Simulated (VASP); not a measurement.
Here is a VASP 6.6.1 calculation.

File INCAR:

```
ALGO = Normal
EDIFF = 1E-6
ENCUT = 520
GGA = PE
ISIF = 2
ISMEAR = -1
LASPH = True
LCHARG = True
LELF = True
LREAL = False
LVHAR = True
LWAVE = False
NBANDS = 18
NELM = 80
PREC = Accurate
SIGMA = 0.1
```

The input KPOINTS:

```
k-points
0
Gamma
  17 17 17
```

File POSCAR:

```
Yb
1.0
    0.0000000000      2.5798202954      2.5798202954
    2.5798202954      0.0000000000      2.5798202954
    2.5798202954      2.5798202954      0.0000000000
Yb
1
Direct
    0.0000000000      0.0000000000      0.0000000000
```

Potentials or basis: VASP PAW PBE potentials, release 64 (Yb).

Run with:

```bash
$ cat potpaw_PBE.64/Yb/POTCAR > POTCAR
$ mpirun -np 1 vasp_std > vasp.out
```

Estimate the pressure.

1.2 GPa.

What does it give for the band gap on the k mesh?

Zero (filled and empty bands touch).

Caveat: spin-orbit coupling is left out, which moves the levels of the heavy elements. Spin polarisation is off, so any magnetic state and its effect on volume and gap are missing.
